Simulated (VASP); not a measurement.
# Os (P6/mmm) in VASP: further runs

Runs on Os. Level: LDA. Tasks: single point.

Everything below comes from runs of VASP 6.6.1. Logs are shortened: lines on timing, memory, paths and dates and some standing lists are left out, and cuts for length are marked.

## (1) The cell of the first run

It takes space group P6/mmm (No. 191, hexagonal). The conventional cell has a = 4.208 Å, b = 4.208 Å, c = 2.643 Å, α = 90.00°, β = 90.00°, γ = 120.00°. Os (site symmetry 6/mmm) has 14 Os at 2.64 to 2.77 Å within 3.5 Å. Within 3.2 Å of Os (site symmetry -6m2) lie 11 Os at 2.43 to 2.77 Å.

This isn't the form of Os at room conditions, which is hcp.

## (2) Single point, LDA (13.51 Å³/atom)

INCAR

```
  ALGO = Normal
  EDIFF = 1E-7
  ENCUT = 520
  ISIF = 2
  ISMEAR = -1
  LASPH = T
  LCHARG = F
  LREAL = F
  LWAVE = F
  NBANDS = 19
  NELM = 60
  PREC = Accurate
  SIGMA = 0.1
```

KPOINTS

```
k-points
0
Gamma
  10 10 13
```

POSCAR

```
Os
1.0
    4.2079292555      0.0000000000      0.0000000000
   -2.1039646277      3.6441736326      0.0000000000
    0.0000000000      0.0000000000      2.6431116442
Os
3
Direct
    1.0000000000      0.0000000000      1.0000000000
    0.3333333333      0.6666666667      0.5000000000
    0.6666666667      0.3333333333      0.5000000000
```

Potentials or basis: VASP PAW LDA potentials, release 64 (Os).

The run is started by

```bash
cat potpaw_LDA.64/Os/POTCAR > POTCAR
mpirun -np 1 vasp_std > vasp.out
```

OUTCAR:

```text
EDIFF = 1E-7
   ENCUT = 520
   ISIF = 2
   ISMEAR = -1
   LASPH = T
   LREAL = F
   NELM = 60
   PREC = Accurate

 ion  position               nearest neighbor table
   1  0.000  0.000  0.000-   2 2.77   3 2.77   2 2.77   3 2.77   2 2.77   2 2.77   3 2.77   3 2.77
                             3 2.77   3 2.77   2 2.77   2 2.77
   2  0.333  0.667  0.500-   3 2.43   3 2.43   3 2.43   1 2.77   1 2.77   1 2.77   1 2.77   1 2.77
                             1 2.77
   3  0.667  0.333  0.500-   2 2.43   2 2.43   2 2.43   1 2.77   1 2.77   1 2.77   1 2.77   1 2.77
                             1 2.77

  LATTYP: Found a hexagonal cell.
 ALAT       =     4.2079292555
 C/A-ratio  =     0.6281264450

  Lattice vectors:

 A1 = (   4.2079292555,   0.0000000000,   0.0000000000)
 A2 = (  -2.1039646277,   3.6441736326,   0.0000000000)
 A3 = (   0.0000000000,   0.0000000000,   2.6431116442)

Analysis of symmetry for initial positions (statically):
=====================================================================
 Subroutine PRICEL returns:
 Original cell was already a primitive cell.

 Routine SETGRP: Setting up the symmetry group for a
 hexagonal supercell.

 Subroutine GETGRP returns: Found 24 space group operations
 (whereof 24 operations were pure point group operations)
 out of a pool of 24 trial point group operations.

The static configuration has the point symmetry D_6h.

Analysis of symmetry for dynamics (positions and initial velocities):
=====================================================================
 Subroutine PRICEL returns:
 Original cell was already a primitive cell.

 Routine SETGRP: Setting up the symmetry group for a
 hexagonal supercell.

 Subroutine GETGRP returns: Found 24 space group operations
 (whereof 24 operations were pure point group operations)
 out of a pool of 24 trial point group operations.

The dynamic configuration has the point symmetry D_6h.

 Subroutine INISYM returns: Found 24 space group operations
 (whereof 24 operations are pure point group operations),
 and found     1 'primitive' translations

----------------------------------------------------------------------------------------

                                     Primitive cell

  volume of cell :      40.5306

  direct lattice vectors                    reciprocal lattice vectors
     4.207929255  0.000000000  0.000000000     0.237646581  0.137205317  0.000000000
    -2.103964628  3.644173633  0.000000000     0.000000000  0.274410635  0.000000000
     0.000000000  0.000000000  2.643111644     0.000000000  0.000000000  0.378341945

  length of vectors
     4.207929255  4.207929255  2.643111644     0.274410635  0.274410635  0.378341945

  position of ions in fractional coordinates (direct lattice)
     0.000000000  0.000000000  0.000000000
     0.333333333  0.666666667  0.500000000
     0.666666667  0.333333333  0.500000000

  ion indices of the primitive-cell ions
   primitive index   ion index
                 1           1
                 2           2
                 3           3

----------------------------------------------------------------------------------------

 KPOINTS: k-points

Automatic generation of k-mesh.
 Grid dimensions read from file:
 generate k-points for:   10   10   13

 Generating k-lattice:

  Cartesian coordinates                     Fractional coordinates (reciprocal lattice)
     0.023764658  0.013720532  0.000000000     0.100000000  0.000000000  0.000000000
     0.000000000  0.027441063  0.000000000     0.000000000  0.100000000  0.000000000
     0.000000000  0.000000000  0.029103227     0.000000000  0.000000000  0.076923077

  Length of vectors
     0.027441063  0.027441063  0.029103227

  Shift w.r.t. Gamma in fractional coordinates (k-lattice)
     0.000000000  0.000000000  0.000000000

 Subroutine IBZKPT returns following result:
 ===========================================

 Found     98 irreducible k-points:

 Following reciprocal coordinates:
            Coordinates               Weight
  0.000000  0.000000  0.000000      1.000000
  0.100000  0.000000  0.000000      6.000000
  0.200000  0.000000  0.000000      6.000000
  0.300000  0.000000  0.000000      6.000000
  0.400000 -0.000000  0.000000      6.000000
  0.500000 -0.000000  0.000000      3.000000
[... 16 lines left out ...]
  0.300000  0.100000  0.076923     24.000000
  0.400000  0.100000  0.076923     24.000000
 [... further k-points ...]
   k-points           NKPTS =     98   k-points in BZ     NKDIM =     98   number of bands    NBANDS=     19
   number of dos      NEDOS =    301   number of ions     NIONS =      3
   total plane-waves  NPLWV =  20480
   dimension x,y,z NGX =    32 NGY =   32 NGZ =   20
   dimension x,y,z NGXF=    64 NGYF=   64 NGZF=   40
   ions per type =               3
   NGX,Y,Z   is equivalent  to a cutoff of  12.64, 12.64, 12.58 a.u.
   NGXF,Y,Z  is equivalent  to a cutoff of  25.28, 25.28, 25.16 a.u.
 SYSTEM =  unknown system
   PREC   = accura    normal or accurate (medium, high low for compatibility)
   ISTART =      0    job   : 0-new  1-cont  2-samecut
   ICHARG =      2    charge: 1-file 2-atom 10-const
   ISPIN  =      1    spin polarized calculation?
   LNONCOLLINEAR =      F non collinear calculations
   LSORBIT =      F    spin-orbit coupling
   LASPH  =      T    aspherical Exc in radial PAW
   ENCUT  =  520.0 eV  38.22 Ry    6.18 a.u.   7.82  7.82  4.91*2*pi/ulx,y,z
   NELM   =     60;   NELMIN=  2; NELMDL= -5     # of ELM steps
   EDIFF  = 0.1E-06   stopping-criterion for ELM
   LREAL  =      F    real-space projection
   EDIFFG = 0.1E-05   stopping-criterion for IOM
   NSW    =      0    number of steps for IOM
   IBRION =     -1    ionic relax: 0-MD 1-quasi-New 2-CG
   NFREE  =      0    steps in history (QN), initial steepest desc. (CG)
   ISIF   =      2    stress and relaxation
   ISYM   =      2    0-nonsym 1-usesym 2-fastsym
   POTIM  = 0.5000    time-step for ionic-motion
   TEBEG  =    0.0;   TEEND  =   0.0 temperature during run
   PSTRESS=    0.0 pullay stress
   NELECT =      24.0000    total number of electrons
   NUPDOWN=      -1.0000    fix difference up-down
   EMIN   =  10.00;   EMAX   =-10.00  energy-range for DOS
   EFERMI =   0.00;   METHOD = LEGACY
   ISMEAR =    -1;   SIGMA  =   0.10  broadening in eV -4-tet -1-fermi 0-gaus
   EFERMI_NEDOS =   21; number of points for ismear=-14 and -15
   IALGO  =     38    algorithm
   IMIX   =      4    mixing-type and parameters
     AMIX     =   0.40;   BMIX     =  1.00
     AMIX_MAG =   1.60;   BMIX_MAG =  1.00
  volume/ion in A,a.u.               =      13.51        91.17
  Fermi-wavevector in a.u.,A,eV,Ry     =   1.374731  2.597864 25.713433  1.889884
  Thomas-Fermi vector in A             =   2.500131
   LORBIT       =      0    0 simple, 1 ext, 2 COOP (PROOUT), +10 PAW based schemes
   GGA     = CA    functional components
   LHFCALC =     F    Hartree Fock is set to
   AEXX    =    0.0000 exact exchange contribution
   IVDW    =     0    specifies the selected vdW correction
   LEPSILON=     F    determine dielectric tensor
   LRPA    =     F    only Hartree local field effects (RPA)
 non-spin polarized calculation
  energy-cutoff  :      520.00
  volume of cell :       40.53
 maximum number of plane-waves:      1108
 NGX is ok and might be reduce to    32
   NGX = 15   NGY = 15   NGZ =  9

 number of electron      24.0000002 magnetization

 Free energy of the ion-electron system (eV)
  ---------------------------------------------------
  ext. energy  EPLUGINS =         0.00000000
  ---------------------------------------------------
  free energy    TOTEN  =       -36.78345191 eV

  energy without entropy =      -36.71661423  energy(sigma->0) =      -36.75003307

 E-fermi :  10.1535     XC(G=0): -14.3579

 val. band max:       10.1522632171   @ k =   0.3000   0.3000   0.3846
 cond. band min:      10.1604386718   @ k =   0.1000   0.1000   0.1538
 fundamental gap:      0.0081754546
 Fermi energy:        10.1535032535

 k-point     1 :       0.0000    0.0000    0.0000
  band No.  band energies     occupation
      1      -1.2268      2.00000
      2       2.4960      2.00000
      3       5.4299      2.00000
      4       5.6899      2.00000
      5       5.6899      2.00000
      6       5.7089      2.00000
[... 11 lines left out ...]
     18      19.4686      0.00000
     19      20.4970      0.00000

 k-point     2 :       0.1000    0.0000    0.0000
  band No.  band energies     occupation
      1      -1.0482      2.00000
      2       2.5623      2.00000
      3       4.6627      2.00000
      4       5.1490      2.00000
      5       5.2580      2.00000
      6       6.1634      2.00000
[... 11 lines left out ...]
     18      18.7098      0.00000
     19      18.8028      0.00000

 k-point     3 :       0.2000    0.0000    0.0000
  band No.  band energies     occupation
      1      -0.5341      2.00000
      2       2.6905      2.00000
      3       3.7277      2.00000
      4       4.7210      2.00000
      5       4.8053      2.00000
      6       6.1363      2.00000
[... 11 lines left out ...]
     18      16.9465      0.00000
     19      18.9926      0.00000

 k-point     4 :       0.3000    0.0000    0.0000
  band No.  band energies     occupation
      1       0.2481      2.00000
      2       2.4447      2.00000
      3       3.3758      2.00000
      4       4.2178      2.00000
      5       4.6568      2.00000
      6       5.8352      2.00000
[... 11 lines left out ...]
     18      15.2612      0.00000
     19      19.5210      0.00000

 k-point     5 :       0.4000   -0.0000    0.0000
  band No.  band energies     occupation
      1       1.1685      2.00000
      2       1.9998      2.00000
      3       3.0368      2.00000
      4       4.2508      2.00000
      5       4.6563      2.00000
      6       5.3492      2.00000
[... 11 lines left out ...]
     18      13.7706      0.00000
     19      19.9504      0.00000

 k-point     6 :       0.5000   -0.0000    0.0000
  band No.  band energies     occupation
      1       1.6529      2.00000
      2       2.1986      2.00000
      3       2.3281      2.00000
      4       4.6883      2.00000
      5       4.7127      2.00000
      6       4.8224      2.00000
[... 11 lines left out ...]
     18      12.9936      0.00000
     19      20.1282      0.00000

 k-point     7 :       0.1000    0.1000    0.0000
  band No.  band energies     occupation
      1      -0.7024      2.00000
      2       2.6666      2.00000
      3       4.1451      2.00000
      4       4.2645      2.00000
      5       5.3660      2.00000
      6       6.1749      2.00000
[... 11 lines left out ...]
     18      17.2081      0.00000
     19      19.1370      0.00000

 k-point     8 :       0.2000    0.1000    0.0000
  band No.  band energies     occupation
      1      -0.0596      2.00000
      2       2.6479      2.00000
      3       3.4399      2.00000
      4       3.9160      2.00000
      5       5.1234      2.00000
      6       6.1084      2.00000
[... 256 lines left out ...]
 k-point    20 :       0.5000   -0.0000    0.0769
  band No.  band energies     occupation
      1       1.8175      2.00000
      2       2.3447      2.00000
      3       2.5000      2.00000
      4       4.6422      2.00000
      5       4.8515      2.00000
      6       4.8766      2.00000
[... 11 lines left out ...]
     18      13.0142      0.00000
     19      20.0511      0.00000

 k-point    21 :       0.1000    0.1000    0.0769
  band No.  band energies     occupation
      1      -0.5179      2.00000
      2       2.8973      2.00000
      3       4.1679      2.00000
      4       4.1996      2.00000
      5       5.4645      2.00000
      6       5.9966      2.00000
[... 11 lines left out ...]
     18      17.3607      0.00000
     19      19.0584      0.00000

 k-point    22 :       0.2000    0.1000    0.0769
  band No.  band energies     occupation
      1       0.1174      2.00000
      2       2.8475      2.00000
      3       3.5351      2.00000
      4       3.9153      2.00000
      5       5.1924      2.00000
      6       6.1687      2.00000
[... 11 lines left out ...]
     18      15.8882      0.00000
     19      19.7641      0.00000

 k-point    23 :       0.3000    0.1000    0.0769
  band No.  band energies     occupation
      1       0.9437      2.00000
      2       2.3472      2.00000
      3       3.2510      2.00000
      4       4.0902      2.00000
      5       4.9349      2.00000
      6       5.8204      2.00000
[... 11 lines left out ...]
     18      14.4879      0.00000
     19      20.2547      0.00000

 k-point    24 :       0.4000    0.1000    0.0769
  band No.  band energies     occupation
      1       1.6882      2.00000
      2       2.1383      2.00000
      3       2.7375      2.00000
      4       4.5966      2.00000
      5       4.7976      2.00000
      6       5.2504      2.00000
[... 11 lines left out ...]
     18      13.2931      0.00000
     19      20.5385      0.00000

 [... further k-points ...]

------------------------ aborting loop because EDIFF is reached ----------------------------------------

  FORCE on cell =-STRESS in cart. coord.  units (eV):
  Direction    XX          YY          ZZ          XY          YZ          ZX
  --------------------------------------------------------------------------------------
  -------------------------------------------------------------------------------------
  Total        5.1638412      5.1638412      4.8407245      0.0000000     -0.0000000     -0.0000000
  in kB      204.1270041    204.1270041    191.3541774      0.0000000     -0.0000000     -0.0000000
  external PRESSURE =     199.8693952 kB  Pullay stress =       0.0000000 kB

 VOLUME and BASIS-vectors are now :
 -----------------------------------------------------------------------------
  energy-cutoff  :      520.00
  volume of cell :       40.53
      direct lattice vectors                 reciprocal lattice vectors
     4.207929255  0.000000000  0.000000000     0.237646581  0.137205317  0.000000000
    -2.103964628  3.644173633  0.000000000     0.000000000  0.274410635  0.000000000
     0.000000000  0.000000000  2.643111644     0.000000000  0.000000000  0.378341945

 POSITION                                       TOTAL-FORCE (eV/Angst)
 -----------------------------------------------------------------------------------
      0.00000      0.00000      0.00000         0.000000     -0.000000      0.000000
     -0.00000      2.42945      1.32156         0.000000      0.000000     -0.000000
      2.10396      1.21472      1.32156        -0.000000     -0.000000      0.000000
 -----------------------------------------------------------------------------------
    total drift:                               -0.000000      0.000000      0.000000

  FREE ENERGIE OF THE ION-ELECTRON SYSTEM (eV)
  ---------------------------------------------------
  free  energy   TOTEN  =       -36.7834519084 eV

  energy  without entropy=      -36.7166142341  energy(sigma->0) =      -36.75003307
```

It took 77 s on 1 thread of Intel Xeon 8259CL, shared host; peak memory 0.18 GiB.

Results:

* Free energy: -36.7835 eV
* Pressure: 20.0 GPa
* Band gap on the k mesh: zero (bands 12 and 13 overlap by 2.86 eV)

Levels at points of the mesh, in eV from the Fermi level:
| k point | band 10 | band 11 | band 12 | band 13 | band 14 | band 15 |
| --- | --- | --- | --- | --- | --- | --- |
| (0.00, 0.00, 0.00) | -2.65 | -1.74 | -1.74 | -1.68 | -1.68 | 2.68 |
| (0.50, 0.00, 0.00) | -1.42 | -1.39 | 0.18 | 0.39 | 1.36 | 1.37 |

Caveat: the cell stands under pressure; spin-orbit coupling is left out, which moves the levels of the heavy elements.

## (3) Single point, LDA (14.07 Å³/atom)

This run uses another cell than the first one, of 14.07 Å³/atom.

INCAR

```
SYSTEM = Os
ALGO = Normal
EDIFF = 1E-7
ENCUT = 520
GGA = CA
ISIF = 2
ISMEAR = -1
LASPH = .TRUE.
LCHARG = .TRUE.
LELF = .TRUE.
LREAL = .FALSE.
LVHAR = .TRUE.
LWAVE = .FALSE.
NBANDS = 19
NELM = 100
PREC = Accurate
SIGMA = 0.1
```

KPOINTS

```
k-points
0
G
  10 10 13
  0 0 0
```

POSCAR

```
Os
1.0
    4.2655792858      0.0000000000      0.0000000000
   -2.1327896429      3.6941000234      0.0000000000
    0.0000000000      0.0000000000      2.6793231528
Os
3
Direct
    1.0000000000      0.0000000000      1.0000000000
    0.3333333333      0.6666666667      0.5000000000
    0.6666666667      0.3333333333      0.5000000000
```

Potentials or basis: VASP PAW LDA potentials, release 64 (Os).

The run is started by

```bash
cat potpaw_LDA.64/Os/POTCAR > POTCAR
mpirun -np 1 vasp_std > vasp.out
```

Run time: 68 s. Hardware: 1 thread of Intel Xeon 8259CL, shared host; peak memory 0.18 GiB.

The run converged. Its results:

* Free energy: -36.8912 eV
* Pressure: 0.7 GPa
* Band gap on the k mesh: zero (bands 12 and 13 overlap by 2.67 eV)

Stress tensor (GPa, compression positive):
```
0.30 0.00 0.00
0.00 0.30 0.00
0.00 0.00 1.47
```

Levels at points of the mesh, in eV from the Fermi level:
| k point | band 9 | band 10 | band 11 | band 12 | band 13 | band 14 | band 15 | band 16 |
| --- | --- | --- | --- | --- | --- | --- | --- | --- |
| (0.00, 0.00, 0.00) | -2.50 | -2.50 | -1.63 | -1.63 | -1.57 | -1.57 | 2.49 | 2.49 |
| (0.50, 0.00, 0.00) | -3.10 | -1.33 | -1.30 | 0.18 | 0.35 | 1.27 | 1.28 | 1.36 |

Caveat: spin-orbit coupling is left out, which moves the levels of the heavy elements.

[end of part 1 of 2]
